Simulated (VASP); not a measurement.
# Li2Se (Fm-3m) in VASP: a series of runs

The runs below take Li2Se through electric field gradients, with r2SCAN.

All numbers are computed with VASP 6.6.1; they aren't measurements. Logs are shortened: lines on timing, memory, paths and dates and some standing lists are left out, and cuts for length are marked.

**1. The cell of the first run**

The structure is cubic, space group Fm-3m (No. 225). Conventional cell: a = 4.724 Å, b = 4.724 Å, c = 4.724 Å, α = 90.00°, β = 90.00°, γ = 90.00°. Li (site symmetry -43m) has 4 Se at 2.05 Å and 6 Li at 2.36 Å within 2.7 Å. Within 2.7 Å of Se (site symmetry m-3m) lie 8 Li at 2.05 Å.

**2. Electric field gradients, r2SCAN (8.79 Å³/atom)**

File POSCAR:

```
Li2Se
1.0
    0.0000000000      2.3620878983      2.3620878983
    2.3620878983      0.0000000000      2.3620878983
    2.3620878983      2.3620878983      0.0000000000
Li Se
2 1
Direct
    0.7500000000      0.7500000000      0.7500000000
    0.2500000000      0.2500000000      0.2500000000
    0.0000000000      0.0000000000      0.0000000000
```

File INCAR.step1:

```
ALGO     = Normal         # electronic algorithm
EDIFF    = 1E-5           # SCF threshold, eV
ENCUT    = 720            # plane-wave cutoff, eV
GGA      = PE             # functional
GGA_COMPAT= False        
ISMEAR   = -1             # smearing method
LASPH    = True           # aspherical terms in the spheres
LCHARG   = False          # write CHGCAR
LREAL    = False          # projectors in reciprocal space
LWAVE    = True           # write WAVECAR
NBANDS   = 13             # bands
NELM     = 120            # most SCF steps
PREC     = Accurate       # precision mode
SIGMA    = 0.03           # smearing width, eV
```

File INCAR.step2:

```
ALGO     = Normal         # electronic algorithm
EDIFF    = 1E-8           # SCF threshold, eV
ENCUT    = 720            # plane-wave cutoff, eV
GGA_COMPAT= False        
ISIF     = 2              # what is computed and relaxed
ISMEAR   = -1             # smearing method
ISTART   = 1            
LASPH    = True           # aspherical terms in the spheres
LCHARG   = False          # write CHGCAR
LEFG     = True         
LMIXTAU  = True         
LREAL    = False          # projectors in reciprocal space
LWAVE    = False          # write WAVECAR
METAGGA  = R2SCAN         # meta-GGA
NBANDS   = 13             # bands
NELM     = 120            # most SCF steps
PREC     = Accurate       # precision mode
SIGMA    = 0.03           # smearing width, eV
```

File KPOINTS:

```
k-points
0
Gamma
  8 8 8
```

Potentials or basis: VASP PAW PBE potentials, release 64 (Li_sv, Se).

On the command line:

```console
> cat potpaw_PBE.64/Li_sv/POTCAR potpaw_PBE.64/Se/POTCAR > POTCAR
> cp INCAR.step1 INCAR
> mpirun -np 1 vasp_std > vasp.out
> cp INCAR.step2 INCAR
> mpirun -np 1 vasp_std > vasp.out
```

OUTCAR:

```text
EDIFF = 1E-8
   ENCUT = 720
   ISIF = 2
   ISMEAR = -1
   ISTART = 1
   LASPH = True
   LREAL = False
   METAGGA = R2SCAN
   NELM = 120
   PREC = Accurate

 ion  position               nearest neighbor table
   1  0.750  0.750  0.750-   3 2.05   3 2.05   3 2.05   3 2.05   2 2.36   2 2.36   2 2.36   2 2.36
                             2 2.36   2 2.36
   2  0.250  0.250  0.250-   3 2.05   3 2.05   3 2.05   3 2.05   1 2.36   1 2.36   1 2.36   1 2.36
                             1 2.36   1 2.36
   3  0.000  0.000  0.000-   1 2.05   2 2.05   1 2.05   1 2.05   2 2.05   1 2.05   2 2.05   2 2.05

  LATTYP: Found a face centered cubic cell.
 ALAT       =     4.7241757966

  Lattice vectors:

 A1 = (   0.0000000000,   2.3620878983,   2.3620878983)
 A2 = (   2.3620878983,   0.0000000000,   2.3620878983)
 A3 = (   2.3620878983,   2.3620878983,   0.0000000000)

Analysis of symmetry for initial positions (statically):
=====================================================================
 Subroutine PRICEL returns:
 Original cell was already a primitive cell.

 Routine SETGRP: Setting up the symmetry group for a
 face centered cubic supercell.

 Subroutine GETGRP returns: Found 48 space group operations
 (whereof 48 operations were pure point group operations)
 out of a pool of 48 trial point group operations.

The static configuration has the point symmetry O_h .

Analysis of symmetry for dynamics (positions and initial velocities):
=====================================================================
 Subroutine PRICEL returns:
 Original cell was already a primitive cell.

 Routine SETGRP: Setting up the symmetry group for a
 face centered cubic supercell.

 Subroutine GETGRP returns: Found 48 space group operations
 (whereof 48 operations were pure point group operations)
 out of a pool of 48 trial point group operations.

The dynamic configuration has the point symmetry O_h .

 Subroutine INISYM returns: Found 48 space group operations
 (whereof 48 operations are pure point group operations),
 and found     1 'primitive' translations

----------------------------------------------------------------------------------------

                                     Primitive cell

  volume of cell :      26.3583

  direct lattice vectors                    reciprocal lattice vectors
     0.000000000  2.362087898  2.362087898    -0.211677135  0.211677135  0.211677135
     2.362087898  0.000000000  2.362087898     0.211677135 -0.211677135  0.211677135
     2.362087898  2.362087898  0.000000000     0.211677135  0.211677135 -0.211677135

  length of vectors
     3.340496741  3.340496741  3.340496741     0.366635553  0.366635553  0.366635553

  position of ions in fractional coordinates (direct lattice)
     0.750000000  0.750000000  0.750000000
     0.250000000  0.250000000  0.250000000
     0.000000000  0.000000000  0.000000000

  ion indices of the primitive-cell ions
   primitive index   ion index
                 1           1
                 2           2
                 3           3

----------------------------------------------------------------------------------------

 KPOINTS: k-points

Automatic generation of k-mesh.
 Grid dimensions read from file:
 generate k-points for:    8    8    8

 Generating k-lattice:

  Cartesian coordinates                     Fractional coordinates (reciprocal lattice)
    -0.026459642  0.026459642  0.026459642     0.125000000  0.000000000  0.000000000
     0.026459642 -0.026459642  0.026459642     0.000000000  0.125000000  0.000000000
     0.026459642  0.026459642 -0.026459642     0.000000000  0.000000000  0.125000000

  Length of vectors
     0.045829444  0.045829444  0.045829444

  Shift w.r.t. Gamma in fractional coordinates (k-lattice)
     0.000000000  0.000000000  0.000000000

 Subroutine IBZKPT returns following result:
 ===========================================

[... 44 lines left out ...]
   LASPH  =      T    aspherical Exc in radial PAW
   ENCUT  =  720.0 eV  52.92 Ry    7.27 a.u.   7.31  7.31  7.31*2*pi/ulx,y,z
   NELM   =    120;   NELMIN=  2; NELMDL=  0     # of ELM steps
   EDIFF  = 0.1E-07   stopping-criterion for ELM
   LREAL  =      F    real-space projection
   EDIFFG = 0.1E-06   stopping-criterion for IOM
   NSW    =      0    number of steps for IOM
   IBRION =     -1    ionic relax: 0-MD 1-quasi-New 2-CG
   NFREE  =      0    steps in history (QN), initial steepest desc. (CG)
   ISIF   =      2    stress and relaxation
   ISYM   =      2    0-nonsym 1-usesym 2-fastsym
   POTIM  = 0.5000    time-step for ionic-motion
   TEBEG  =    0.0;   TEEND  =   0.0 temperature during run
   PSTRESS=    0.0 pullay stress
   NELECT =      12.0000    total number of electrons
   NUPDOWN=      -1.0000    fix difference up-down
   EMIN   =  10.00;   EMAX   =-10.00  energy-range for DOS
   EFERMI =   0.00;   METHOD = LEGACY
   ISMEAR =    -1;   SIGMA  =   0.03  broadening in eV -4-tet -1-fermi 0-gaus
   EFERMI_NEDOS =   21; number of points for ismear=-14 and -15
   IALGO  =     38    algorithm
   IMIX   =      4    mixing-type and parameters
     AMIX     =   0.40;   BMIX     =  1.00
     AMIX_MAG =   1.60;   BMIX_MAG =  1.00
  volume/ion in A,a.u.               =       8.79        59.29
  Fermi-wavevector in a.u.,A,eV,Ry     =   1.259397  2.379915 21.579927  1.586080
  Thomas-Fermi vector in A             =   2.392958
   LORBIT       =      0    0 simple, 1 ext, 2 COOP (PROOUT), +10 PAW based schemes
   METAGGA = R2SCAN    functional components
   LHFCALC =     F    Hartree Fock is set to
   AEXX    =    0.0000 exact exchange contribution
   IVDW    =     0    specifies the selected vdW correction
   LEPSILON=     F    determine dielectric tensor
   LRPA    =     F    only Hartree local field effects (RPA)
 non-spin polarized calculation
  energy-cutoff  :      720.00
  volume of cell :       26.36
 maximum number of plane-waves:      1174
 NGX is ok and might be reduce to    30
   NGX = 15   NGY = 15   NGZ = 15

 number of electron      11.9999998 magnetization

 Free energy of the ion-electron system (eV)
  ---------------------------------------------------
  ext. energy  EPLUGINS =         0.00000000
  ---------------------------------------------------
  free energy    TOTEN  =       -18.59709694 eV

  energy without entropy =      -18.59709694  energy(sigma->0) =      -18.59709694

 E-fermi :   7.8384     XC(G=0): -11.7996

 val. band max:        7.1298277038   @ k =   0.0000   0.0000   0.0000
 cond. band min:       9.0690864013   @ k =   0.5000   0.5000   0.0000
 fundamental gap:      1.9392586975
 Fermi energy:         7.8384217380

 k-point     1 :       0.0000    0.0000    0.0000
  band No.  band energies     occupation
      1     -39.7796      2.00000
      2     -39.4316      2.00000
      3      -7.6820      2.00000
      4       7.1298      2.00000
      5       7.1298      2.00000
      6       7.1298      2.00000
      7      12.9587      0.00000
      8      12.9587      0.00000
      9      12.9587      0.00000
     10      15.7389      0.00000
     11      20.4148      0.00000
     12      20.4148      0.00000
     13      21.6137      0.00000
[... 354 lines left out ...]
  band No.  band energies     occupation
      1     -39.5842      2.00000
      2     -39.5836      2.00000
      3      -6.4578      2.00000
      4       1.1032      2.00000
      5       4.1025      2.00000
      6       4.5022      2.00000
      7      13.4600      0.00000
      8      15.0562      0.00000
      9      19.0158      0.00000
     10      19.0728      0.00000
     11      20.9001      0.00000
     12      23.3135      0.00000
     13      26.0308      0.00000

 [... further k-points ...]

------------------------ aborting loop because EDIFF is reached ----------------------------------------

  FORCE on cell =-STRESS in cart. coord.  units (eV):
  Direction    XX          YY          ZZ          XY          YZ          ZX
  --------------------------------------------------------------------------------------
  -------------------------------------------------------------------------------------
  Total       16.9874767     16.9874767     16.9874767     -0.0000000     -0.0000000     -0.0000000
  in kB     1032.5742651   1032.5742651   1032.5742651     -0.0000000     -0.0000000     -0.0000000
  external PRESSURE =    1032.5742651 kB  Pullay stress =       0.0000000 kB

 VOLUME and BASIS-vectors are now :
 -----------------------------------------------------------------------------
  energy-cutoff  :      720.00
  volume of cell :       26.36
      direct lattice vectors                 reciprocal lattice vectors
     0.000000000  2.362087898  2.362087898    -0.211677135  0.211677135  0.211677135
     2.362087898  0.000000000  2.362087898     0.211677135 -0.211677135  0.211677135
     2.362087898  2.362087898  0.000000000     0.211677135  0.211677135 -0.211677135

 POSITION                                       TOTAL-FORCE (eV/Angst)
 -----------------------------------------------------------------------------------
      3.54313      3.54313      3.54313        -0.000000     -0.000000     -0.000000
      1.18104      1.18104      1.18104         0.000000      0.000000      0.000000
      0.00000      0.00000      0.00000         0.000000      0.000000     -0.000000
 -----------------------------------------------------------------------------------
    total drift:                                0.000000     -0.000000      0.000000

  FREE ENERGIE OF THE ION-ELECTRON SYSTEM (eV)
  ---------------------------------------------------
  free  energy   TOTEN  =       -18.5970969369 eV

  energy  without entropy=      -18.5970969369  energy(sigma->0) =      -18.59709694

 Electric field gradients (V/A^2)
---------------------------------------------------------------------
 ion       V_xx      V_yy      V_zz      V_xy      V_xz      V_yz
---------------------------------------------------------------------
   1      -0.000    -0.000    -0.000     0.002     0.002     0.002
   2      -0.000    -0.000    -0.000     0.002     0.002     0.002
   3      -0.000    -0.000     0.000     0.000     0.000     0.000
---------------------------------------------------------------------

 Electric field gradients after diagonalization (V/A^2)
 (convention: |V_zz| > |V_xx| > |V_yy|)
----------------------------------------------------------------------
 ion       V_xx      V_yy      V_zz     asymmetry (V_yy - V_xx)/ V_zz
----------------------------------------------------------------------
   1      -0.002    -0.002     0.004       0.000
   2      -0.002    -0.002     0.004       0.000
   3      -0.000    -0.000     0.000       0.000
----------------------------------------------------------------------

           NMR quadrupolar parameters

 Cq : quadrupolar parameter    Cq=e*Q*V_zz/h
 eta: asymmetry parameters     (V_yy - V_xx)/ V_zz
 Q  : nuclear electric quadrupole moment in mb (millibarn)
----------------------------------------------------------------------
 ion       Cq(MHz)       eta       Q (mb)
----------------------------------------------------------------------
   1       0.000       0.000       1.000
   2       0.000       0.000       1.000
   3       0.000       0.000       1.000
----------------------------------------------------------------------
```

Wall time 66 s (1 thread of Intel Xeon 6975P-C (Granite Rapids), shared host); peak memory 0.18 GiB.

What came out:

```
Free energy                             : -18.5971 eV
Pressure                                : 103.3 GPa
Band gap on the k mesh                  : 1.94 eV (least direct gap 5.83 eV)
Largest electric field gradient by atom : zero within the noise of the run
```

Levels at points of the mesh, in eV from the valence-band top:
```
           k point  band 2  band 3  band 4  band 5  band 6  band 7  band 8  band 9  band 10  band 11
(0.00, 0.00, 0.00)  -46.56  -14.81    0.00    0.00    0.00    5.83    5.83    5.83     8.61    13.29
(0.50, 0.00, 0.00)  -46.72  -13.74   -6.50   -1.49   -1.49    6.09    6.09   10.02    11.90    17.02
(0.50, 0.50, 0.00)  -46.65  -13.52   -4.39   -3.93   -3.93    1.94    9.09   16.68    16.68    17.40
```

Caveat: the cell stands under pressure; the PAW data sets were made with another functional, which shifts forces and pressure a little.

**3. Electric field gradients, r2SCAN (13.18 Å³/atom)**

This run uses another cell than the first one, of 13.18 Å³/atom.

File POSCAR:

```
Li2Se
1.0
    0.0000000000      2.7039156594      2.7039156594
    2.7039156594      0.0000000000      2.7039156594
    2.7039156594      2.7039156594      0.0000000000
Li Se
2 1
Direct
    0.7500000000      0.7500000000      0.7500000000
    0.2500000000      0.2500000000      0.2500000000
    0.0000000000      0.0000000000      0.0000000000
```

File INCAR.step1:

```
SYSTEM = Li2Se
ALGO = Normal
EDIFF = 1E-5
ENCUT = 720
GGA = PE
GGA_COMPAT = .FALSE.
ISMEAR = -1
LASPH = .TRUE.
LCHARG = .FALSE.
LREAL = .FALSE.
LWAVE = .TRUE.
NBANDS = 13
NELM = 120
PREC = Accurate
SIGMA = 0.03
```

File INCAR.step2:

```
SYSTEM = Li2Se
ALGO = Normal
EDIFF = 1E-8
ENCUT = 720
GGA_COMPAT = .FALSE.
ISIF = 2
ISMEAR = -1
ISTART = 1
LASPH = .TRUE.
LCHARG = .FALSE.
LEFG = .TRUE.
LMIXTAU = .TRUE.
LREAL = .FALSE.
LWAVE = .FALSE.
METAGGA = R2SCAN
NBANDS = 13
NELM = 120
PREC = Accurate
SIGMA = 0.03
```

File KPOINTS:

```
k-points
0
G
  8 8 8
  0 0 0
```

Potentials or basis: VASP PAW PBE potentials, release 64 (Li_sv, Se).

On the command line:

```console
> cat potpaw_PBE.64/Li_sv/POTCAR potpaw_PBE.64/Se/POTCAR > POTCAR
> cp INCAR.step1 INCAR
> mpirun -np 1 vasp_std > vasp.out
> cp INCAR.step2 INCAR
> mpirun -np 1 vasp_std > vasp.out
```

OUTCAR:

```text
SYSTEM = Li2Se
   EDIFF = 1E-8
   ENCUT = 720
   ISIF = 2
   ISMEAR = -1
   ISTART = 1
   LASPH = .TRUE.
   LREAL = .FALSE.
   METAGGA = R2SCAN
   NELM = 120
   PREC = Accurate

 ion  position               nearest neighbor table
   1  0.750  0.750  0.750-   3 2.34   3 2.34   3 2.34   3 2.34
   2  0.250  0.250  0.250-   3 2.34   3 2.34   3 2.34   3 2.34
   3  0.000  0.000  0.000-   1 2.34   1 2.34   1 2.34   1 2.34   2 2.34   2 2.34   2 2.34   2 2.34

  LATTYP: Found a face centered cubic cell.
 ALAT       =     5.4078313188

  Lattice vectors:

 A1 = (   0.0000000000,   2.7039156594,   2.7039156594)
[... 604 lines left out ...]

 Electric field gradients (V/A^2)
---------------------------------------------------------------------
 ion       V_xx      V_yy      V_zz      V_xy      V_xz      V_yz
---------------------------------------------------------------------
   1      -0.000    -0.000    -0.000    -0.001    -0.001    -0.001
   2       0.000    -0.000    -0.000    -0.001    -0.001    -0.001
   3      -0.000     0.000    -0.000    -0.000    -0.000    -0.000
---------------------------------------------------------------------

 Electric field gradients after diagonalization (V/A^2)
 (convention: |V_zz| > |V_xx| > |V_yy|)
----------------------------------------------------------------------
 ion       V_xx      V_yy      V_zz     asymmetry (V_yy - V_xx)/ V_zz
----------------------------------------------------------------------
   1       0.001     0.001    -0.003       0.000
   2       0.001     0.001    -0.003       0.000
   3       0.000     0.000    -0.000       0.000
----------------------------------------------------------------------

           NMR quadrupolar parameters

 Cq : quadrupolar parameter    Cq=e*Q*V_zz/h
 eta: asymmetry parameters     (V_yy - V_xx)/ V_zz
 Q  : nuclear electric quadrupole moment in mb (millibarn)
----------------------------------------------------------------------
 ion       Cq(MHz)       eta       Q (mb)
----------------------------------------------------------------------
   1      -0.000       0.000       1.000
   2      -0.000       0.000       1.000
   3      -0.000       0.000       1.000
----------------------------------------------------------------------
```

OUTCAR.step1:

```text
SYSTEM = Li2Se
   EDIFF = 1E-5
   ENCUT = 720
   GGA = PE
   ISMEAR = -1
   LASPH = .TRUE.
[... 608 lines left out ...]
      4.05587      4.05587      4.05587         0.000000      0.000000      0.000000
      1.35196      1.35196      1.35196         0.000000     -0.000000     -0.000000
      0.00000      0.00000      0.00000        -0.000000     -0.000000      0.000000
 -----------------------------------------------------------------------------------
    total drift:                                0.000000      0.000000      0.000000

  FREE ENERGIE OF THE ION-ELECTRON SYSTEM (eV)
  ---------------------------------------------------
  free  energy   TOTEN  =       -10.4347507298 eV

  energy  without entropy=      -10.4347507298  energy(sigma->0) =      -10.43475073
```

It took 66 s on 1 thread of Intel Xeon 6975P-C (Granite Rapids), shared host; peak memory 0.22 GiB.

What came out:

```yaml
Free_energy: -22.7758 eV
Pressure: 19.5 GPa
Band_gap_on_the_k_mesh: 3.07 eV (least direct gap 5.31 eV)
Largest_electric_field_gradient_by_atom: zero within the noise of the run
```

Levels at points of the mesh, in eV from the valence-band top:
| k point | band 2 | band 3 | band 4 | band 5 | band 6 | band 7 | band 8 | band 9 | band 10 | band 11 |
| --- | --- | --- | --- | --- | --- | --- | --- | --- | --- | --- |
| (0.00, 0.00, 0.00) | -45.83 | -12.83 | 0.00 | 0.00 | 0.00 | 5.80 | 6.34 | 6.34 | 6.34 | 12.13 |
| (0.50, 0.00, 0.00) | -45.87 | -12.16 | -4.16 | -0.83 | -0.83 | 6.62 | 6.62 | 7.46 | 10.06 | 14.64 |
| (0.50, 0.50, 0.00) | -45.86 | -11.98 | -3.08 | -2.24 | -2.24 | 3.07 | 7.81 | 13.72 | 13.72 | 14.37 |

Caveat: the cell stands under pressure; the PAW data sets were made with another functional, which shifts forces and pressure a little. A k mesh can miss the band edges.

[end of part 1 of 2]
